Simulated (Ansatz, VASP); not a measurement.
**Two plane-wave programs on Al30Ga**

```
Al Ga
1.0
     8.10000    0.00000    0.00000
     0.00000    8.10000    0.00000
     0.00000    0.00000    8.10000
Al Ga
30 1
Direct
  0.49979 0.99837 0.00078
  0.75183 0.99800 0.24966
  0.24951 0.24759 0.00082
  0.50081 0.49879 0.00093
  0.75201 0.75000 0.00084
  0.24817 0.99926 0.24903
  0.50049 0.25013 0.25161
  0.74949 0.49917 0.25179
  0.49967 0.99874 0.50083
  0.74959 0.25005 0.50083
  0.75181 0.99792 0.75191
  0.00123 0.49978 0.00097
  0.24857 0.75111 0.00080
  0.00150 0.24778 0.24956
  0.25175 0.49975 0.25213
  0.49978 0.74806 0.25220
  0.00077 0.99884 0.50078
  0.25214 0.25029 0.50084
  0.50045 0.49906 0.50090
  0.74931 0.74749 0.50088
  0.24826 0.99909 0.75255
  0.50051 0.24998 0.74998
  0.74960 0.49898 0.74990
  0.00046 0.75148 0.24897
  0.00086 0.49996 0.50079
  0.25107 0.74858 0.50100
  0.00161 0.24764 0.75193
  0.25161 0.49966 0.74964
  0.49993 0.74785 0.74959
  0.00039 0.75122 0.75274
  0.75657 0.24300 0.00062
```

Alike in both runs: functional PBEsol; k mesh 3 × 3 × 3; occupations gaussian, width 0.15 eV; no spin polarisation.

Ansatz relaxed the structure, and its values are those at the end. VASP's run is a single point on that final structure, the one shown.

|  | VASP | Ansatz |
| --- | --- | --- |
| version | VASP 6.6.1 | Ansatz 0.2.0 |
| potentials or method | VASP PAW PBE potentials, release 64 (Al, Ga_d), cutoff 520 eV | scalar-relativistic, plane waves, PAW |
| valence electrons in the cell | 103 | 103 |

|  | VASP | Ansatz | Ansatz less VASP |
| --- | --- | --- | --- |
| rms of the force components (eV/Å) | 0.004 | 0.002 | -0.0018 |

VASP's potentials were made for PBE, not for PBEsol, and Ansatz warns of the same on its side. With one functional, cell and mesh, what is left measures potentials, basis and numerics.
